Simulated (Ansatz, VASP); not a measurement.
# Two plane-wave programs on Rh

```
Rh
1.0
     2.73785    0.00000    0.00000
    -1.36892    2.37105    0.00000
     0.00000    0.00000    4.41090
Rh
2
Direct
  0.33333 0.66667 0.25000
  0.66667 0.33333 0.75000
```

Alike in both runs: task single point; functional revPBE; k mesh 15 × 15 × 8; occupations fermi-dirac, width 0.1 eV; no spin polarisation.

|  | VASP | Ansatz |
| --- | --- | --- |
| version | VASP 6.6.1 | Ansatz 0.2.0 |
| potentials or method | VASP PAW PBE potentials, release 64 (Rh_pv), cutoff 520 eV | plane waves (420 eV) with PAW, scalar-relativistic |
| valence electrons in the cell | 30 | 34 |

```csv
,VASP,Ansatz,Ansatz less VASP
pressure (GPa),0.0,-0.1,-0.09
"traceless stress, the component that is largest in VASP (GPa)",-0.15,-0.17,-0.024
```

VASP's potentials were made for PBE, not for revPBE. VASP's potentials hold 30 valence electrons a cell and Ansatz's 34, so a difference there can come from the potentials and not from the codes.
